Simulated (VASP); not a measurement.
# ZrAl3B3N (Pm-3m) in VASP: notebook

ZrAl3B3N is run at these levels: PBE; tasks: single point.

All numbers are computed with VASP 6.6.1; they aren't measurements. Logs are shortened: lines on timing, memory, paths and dates and some standing lists are left out, and cuts for length are marked.

## 1. The cell of the first run

Symmetry: Pm-3m, No. 221, cubic system. Conventional cell: a = 4.548 Å, b = 4.548 Å, c = 4.548 Å, α = 90.00°, β = 90.00°, γ = 90.00°. Zr (site symmetry m-3m) has 6 B at 2.27 Å within 3.0 Å. Al (site symmetry 4/mmm) has 4 B at 2.27 Å and 2 N at 2.27 Å within 3.0 Å. Within 3.0 Å of B (site symmetry 4/mmm) lie 2 Zr at 2.27 Å and 4 Al at 2.27 Å. N (site symmetry m-3m) has 6 Al at 2.27 Å within 3.0 Å.

## 2. Single point, PBE

INCAR

```
SYSTEM = ZrAl3B3N
ALGO     = Normal         ! electronic algorithm
EDIFF    = 1E-6           ! SCF threshold, eV
ENCUT    = 520            ! plane-wave cutoff, eV
GGA      = PE             ! functional
ISIF     = 2              ! what is computed and relaxed
ISMEAR   = 0              ! smearing method
LASPH    = .TRUE.         ! aspherical terms in the spheres
LCHARG   = .FALSE.        ! write CHGCAR
LREAL    = .FALSE.        ! projectors in reciprocal space
LWAVE    = .FALSE.        ! write WAVECAR
NBANDS   = 28             ! bands
NELM     = 80             ! most SCF steps
PREC     = Accurate       ! precision mode
SIGMA    = 0.15           ! smearing width, eV
```

KPOINTS

```
k-points
0
G
  3 3 3
  0 0 0
```

POSCAR

```
ZrAl3B3N
1.0
    4.5480918978      0.0000000000      0.0000000000
    0.0000000000      4.5480918978      0.0000000000
    0.0000000000      0.0000000000      4.5480918978
Zr Al B N
1 3 3 1
Direct
    0.0000000000      0.0000000000      0.0000000000
    0.5000000000      0.0000000000      0.5000000000
    0.5000000000      0.5000000000      0.0000000000
    0.0000000000      0.5000000000      0.5000000000
    0.5000000000      0.0000000000      0.0000000000
    0.0000000000      0.5000000000      0.0000000000
    0.0000000000      0.0000000000      0.5000000000
    0.5000000000      0.5000000000      0.5000000000
```

Potentials or basis: VASP PAW PBE potentials, release 64 (Zr_sv, Al, B, N).

Run with:

```console
cat potpaw_PBE.64/Zr_sv/POTCAR potpaw_PBE.64/Al/POTCAR potpaw_PBE.64/B/POTCAR potpaw_PBE.64/N/POTCAR > POTCAR
mpirun -np 1 vasp_std > vasp.out
```

OUTCAR:

```text
SYSTEM = ZrAl3B3N
   EDIFF = 1E-6
   ENCUT = 520
   GGA = PE
   ISIF = 2
   ISMEAR = 0
   LASPH = .TRUE.
   LREAL = .FALSE.
   NELM = 80
   PREC = Accurate

 ion  position               nearest neighbor table
   1  0.000  0.000  0.000-   5 2.27   6 2.27   7 2.27   7 2.27   6 2.27   5 2.27   2 3.22   4 3.22
                             2 3.22   3 3.22   4 3.22   3 3.22   4 3.22   2 3.22   3 3.22   4 3.22
   2  0.500  0.000  0.500-   5 2.27   7 2.27   8 2.27   5 2.27   8 2.27   7 2.27   1 3.22   3 3.22
                             1 3.22   3 3.22   4 3.22   3 3.22   3 3.22   1 3.22   4 3.22   4 3.22
   3  0.500  0.500  0.000-   5 2.27   6 2.27   8 2.27   8 2.27   5 2.27   6 2.27   2 3.22   4 3.22
                             1 3.22   1 3.22   2 3.22   2 3.22   2 3.22   1 3.22   4 3.22   4 3.22
   4  0.000  0.500  0.500-   6 2.27   7 2.27   8 2.27   6 2.27   7 2.27   8 2.27   1 3.22   3 3.22
                             1 3.22   1 3.22   2 3.22   2 3.22   1 3.22   2 3.22   3 3.22   3 3.22
   5  0.500  0.000  0.000-   1 2.27   2 2.27   3 2.27   2 2.27   3 2.27   1 2.27
   6  0.000  0.500  0.000-   1 2.27   3 2.27   4 2.27   4 2.27   1 2.27   3 2.27
   7  0.000  0.000  0.500-   1 2.27   2 2.27   4 2.27   1 2.27   4 2.27   2 2.27
   8  0.500  0.500  0.500-   2 2.27   3 2.27   4 2.27   3 2.27   2 2.27   4 2.27

  LATTYP: Found a simple cubic cell.
 ALAT       =     4.5480918978

  Lattice vectors:

 A1 = (   4.5480918978,   0.0000000000,   0.0000000000)
 A2 = (   0.0000000000,   4.5480918978,   0.0000000000)
 A3 = (   0.0000000000,   0.0000000000,   4.5480918978)

Analysis of symmetry for initial positions (statically):
=====================================================================
 Subroutine PRICEL returns:
 Original cell was already a primitive cell.

 Routine SETGRP: Setting up the symmetry group for a
 simple cubic supercell.

 Subroutine GETGRP returns: Found 48 space group operations
 (whereof 48 operations were pure point group operations)
 out of a pool of 48 trial point group operations.

The static configuration has the point symmetry O_h .

Analysis of symmetry for dynamics (positions and initial velocities):
=====================================================================
 Subroutine PRICEL returns:
 Original cell was already a primitive cell.

 Routine SETGRP: Setting up the symmetry group for a
 simple cubic supercell.

 Subroutine GETGRP returns: Found 48 space group operations
 (whereof 48 operations were pure point group operations)
 out of a pool of 48 trial point group operations.

The dynamic configuration has the point symmetry O_h .

 Subroutine INISYM returns: Found 48 space group operations
 (whereof 48 operations are pure point group operations),
 and found     1 'primitive' translations

----------------------------------------------------------------------------------------

                                     Primitive cell

  volume of cell :      94.0779

  direct lattice vectors                    reciprocal lattice vectors
     4.548091898  0.000000000  0.000000000     0.219872426  0.000000000  0.000000000
     0.000000000  4.548091898  0.000000000     0.000000000  0.219872426  0.000000000
     0.000000000  0.000000000  4.548091898     0.000000000  0.000000000  0.219872426

  length of vectors
     4.548091898  4.548091898  4.548091898     0.219872426  0.219872426  0.219872426

  position of ions in fractional coordinates (direct lattice)
     0.000000000  0.000000000  0.000000000
     0.500000000  0.000000000  0.500000000
     0.500000000  0.500000000  0.000000000
     0.000000000  0.500000000  0.500000000
     0.500000000  0.000000000  0.000000000
     0.000000000  0.500000000  0.000000000
     0.000000000  0.000000000  0.500000000
     0.500000000  0.500000000  0.500000000

  ion indices of the primitive-cell ions
   primitive index   ion index
                 1           1
                 2           2
                 3           3
                 4           4
                 5           5
                 6           6
                 7           7
                 8           8

----------------------------------------------------------------------------------------

 KPOINTS: k-points

Automatic generation of k-mesh.
 Grid dimensions read from file:
 generate k-points for:    3    3    3

 Generating k-lattice:

  Cartesian coordinates                     Fractional coordinates (reciprocal lattice)
     0.073290809  0.000000000  0.000000000     0.333333333  0.000000000  0.000000000
     0.000000000  0.073290809  0.000000000     0.000000000  0.333333333  0.000000000
     0.000000000  0.000000000  0.073290809     0.000000000  0.000000000  0.333333333

  Length of vectors
     0.073290809  0.073290809  0.073290809

  Shift w.r.t. Gamma in fractional coordinates (k-lattice)
     0.000000000  0.000000000  0.000000000

 Subroutine IBZKPT returns following result:
 ===========================================

 Found      4 irreducible k-points:

 Following reciprocal coordinates:
            Coordinates               Weight
  0.000000  0.000000  0.000000      1.000000
  0.333333  0.000000  0.000000      6.000000
  0.333333  0.333333  0.000000     12.000000
  0.333333  0.333333  0.333333      8.000000
   k-points           NKPTS =      4   k-points in BZ     NKDIM =      4   number of bands    NBANDS=     28
   number of dos      NEDOS =    301   number of ions     NIONS =      8
   total plane-waves  NPLWV =  46656
   dimension x,y,z NGX =    36 NGY =   36 NGZ =   36
   dimension x,y,z NGXF=    72 NGYF=   72 NGZF=   72
   ions per type =               1   3   3   1
   NGX,Y,Z   is equivalent  to a cutoff of  13.16, 13.16, 13.16 a.u.
   NGXF,Y,Z  is equivalent  to a cutoff of  26.32, 26.32, 26.32 a.u.
 SYSTEM =  ZrAl3B3N
   PREC   = accura    normal or accurate (medium, high low for compatibility)
   ISTART =      0    job   : 0-new  1-cont  2-samecut
   ICHARG =      2    charge: 1-file 2-atom 10-const
   ISPIN  =      1    spin polarized calculation?
   LNONCOLLINEAR =      F non collinear calculations
   LSORBIT =      F    spin-orbit coupling
   LASPH  =      T    aspherical Exc in radial PAW
   ENCUT  =  520.0 eV  38.22 Ry    6.18 a.u.   8.46  8.46  8.46*2*pi/ulx,y,z
   NELM   =     80;   NELMIN=  2; NELMDL= -5     # of ELM steps
   EDIFF  = 0.1E-05   stopping-criterion for ELM
   LREAL  =      F    real-space projection
   EDIFFG = 0.1E-04   stopping-criterion for IOM
   NSW    =      0    number of steps for IOM
   IBRION =     -1    ionic relax: 0-MD 1-quasi-New 2-CG
   NFREE  =      0    steps in history (QN), initial steepest desc. (CG)
   ISIF   =      2    stress and relaxation
   ISYM   =      2    0-nonsym 1-usesym 2-fastsym
   POTIM  = 0.5000    time-step for ionic-motion
   TEBEG  =    0.0;   TEEND  =   0.0 temperature during run
   PSTRESS=    0.0 pullay stress
   NELECT =      35.0000    total number of electrons
   NUPDOWN=      -1.0000    fix difference up-down
   EMIN   =  10.00;   EMAX   =-10.00  energy-range for DOS
   EFERMI =   0.00;   METHOD = LEGACY
   ISMEAR =     0;   SIGMA  =   0.15  broadening in eV -4-tet -1-fermi 0-gaus
   EFERMI_NEDOS =   21; number of points for ismear=-14 and -15
   IALGO  =     38    algorithm
   IMIX   =      4    mixing-type and parameters
     AMIX     =   0.40;   BMIX     =  1.00
     AMIX_MAG =   1.60;   BMIX_MAG =  1.00
  volume/ion in A,a.u.               =      11.76        79.36
  Fermi-wavevector in a.u.,A,eV,Ry     =   1.177430  2.225019 18.862307  1.386340
  Thomas-Fermi vector in A             =   2.313776
   LORBIT       =      0    0 simple, 1 ext, 2 COOP (PROOUT), +10 PAW based schemes
   GGA     = PE    functional components
   LHFCALC =     F    Hartree Fock is set to
   AEXX    =    0.0000 exact exchange contribution
   IVDW    =     0    specifies the selected vdW correction
   LEPSILON=     F    determine dielectric tensor
   LRPA    =     F    only Hartree local field effects (RPA)
 non-spin polarized calculation
 Gauss-broadening in eV      SIGMA  =   0.15
  energy-cutoff  :      520.00
  volume of cell :       94.08
 maximum number of plane-waves:      2546
 NGX is ok and might be reduce to    36
   NGX = 17   NGY = 17   NGZ = 17

 number of electron      35.0000000 magnetization

 Free energy of the ion-electron system (eV)
  ---------------------------------------------------
  ext. energy  EPLUGINS =         0.00000000
  ---------------------------------------------------
  free energy    TOTEN  =       -47.04516878 eV

  energy without entropy =      -47.02732514  energy(sigma->0) =      -47.03624696

 E-fermi :   7.6263     XC(G=0): -11.2131

 val. band max:        7.3749358373   @ k =   0.3333   0.3333   0.0000
 cond. band min:       7.6919373367   @ k =   0.3333   0.0000   0.0000
 fundamental gap:      0.3170014994
 Fermi energy:         7.6263119069

 k-point     1 :       0.0000    0.0000    0.0000
  band No.  band energies     occupation
      1     -40.1297      2.00000
      2     -18.3793      2.00000
      3     -18.3793      2.00000
      4     -18.3793      2.00000
      5      -5.9043      2.00000
      6      -1.4471      2.00000
[... 20 lines left out ...]
     27      14.2519      0.00000
     28      14.2519      0.00000

 k-point     2 :       0.3333    0.0000    0.0000
  band No.  band energies     occupation
      1     -40.1297      2.00000
      2     -18.3923      2.00000
      3     -18.3771      2.00000
      4     -18.3771      2.00000
      5      -5.6348      2.00000
      6      -1.7649      2.00000
[... 20 lines left out ...]
     27      14.1833      0.00000
     28      14.3830      0.00000

 k-point     3 :       0.3333    0.3333    0.0000
  band No.  band energies     occupation
      1     -40.1297      2.00000
      2     -18.3897      2.00000
      3     -18.3892      2.00000
      4     -18.3750      2.00000
      5      -5.4523      2.00000
      6      -1.2786      2.00000
[... 20 lines left out ...]
     27      15.0110      0.00000
     28      15.1865      0.00000

 k-point     4 :       0.3333    0.3333    0.3333
  band No.  band energies     occupation
      1     -40.1297      2.00000
      2     -18.3871      2.00000
      3     -18.3863      2.00000
      4     -18.3863      2.00000
      5      -5.2994      2.00000
      6      -0.7011      2.00000
[... 20 lines left out ...]
     27      16.0478      0.00000
     28      16.0499      0.00000

------------------------ aborting loop because EDIFF is reached ----------------------------------------

  FORCE on cell =-STRESS in cart. coord.  units (eV):
  Direction    XX          YY          ZZ          XY          YZ          ZX
  --------------------------------------------------------------------------------------
  -------------------------------------------------------------------------------------
  Total        0.1251893      0.1251893      0.1251893      0.0000000      0.0000000     -0.0000000
  in kB        2.1320139      2.1320139      2.1320139      0.0000000      0.0000000     -0.0000000
  external PRESSURE =       2.1320139 kB  Pullay stress =       0.0000000 kB

 VOLUME and BASIS-vectors are now :
 -----------------------------------------------------------------------------
  energy-cutoff  :      520.00
  volume of cell :       94.08
      direct lattice vectors                 reciprocal lattice vectors
     4.548091898  0.000000000  0.000000000     0.219872426  0.000000000  0.000000000
     0.000000000  4.548091898  0.000000000     0.000000000  0.219872426  0.000000000
     0.000000000  0.000000000  4.548091898     0.000000000  0.000000000  0.219872426

 POSITION                                       TOTAL-FORCE (eV/Angst)
 -----------------------------------------------------------------------------------
      0.00000      0.00000      0.00000         0.000000      0.000000      0.000000
      2.27405      0.00000      2.27405         0.000000      0.000000      0.000000
      2.27405      2.27405      0.00000         0.000000      0.000000      0.000000
      0.00000      2.27405      2.27405         0.000000      0.000000      0.000000
      2.27405      0.00000      0.00000         0.000000      0.000000      0.000000
      0.00000      2.27405      0.00000         0.000000      0.000000      0.000000
      0.00000      0.00000      2.27405         0.000000      0.000000      0.000000
      2.27405      2.27405      2.27405         0.000000      0.000000      0.000000
 -----------------------------------------------------------------------------------
    total drift:                                0.000000      0.000000     -0.000000

  FREE ENERGIE OF THE ION-ELECTRON SYSTEM (eV)
  ---------------------------------------------------
  free  energy   TOTEN  =       -47.0451687809 eV

  energy  without entropy=      -47.0273251411  energy(sigma->0) =      -47.03624696
```

It took 15 s on 1 thread of Intel Xeon Platinum 8259CL at 2.50GHz (Skylake/Cascade Lake), shared host; peak memory 0.21 GiB.

What came out:

```yaml
Free_energy: -47.0452 eV
Pressure: 0.2 GPa
```

Caveat: the k points lie up to 0.46 Å⁻¹ apart.

(Part 1 of 2 ends here.)
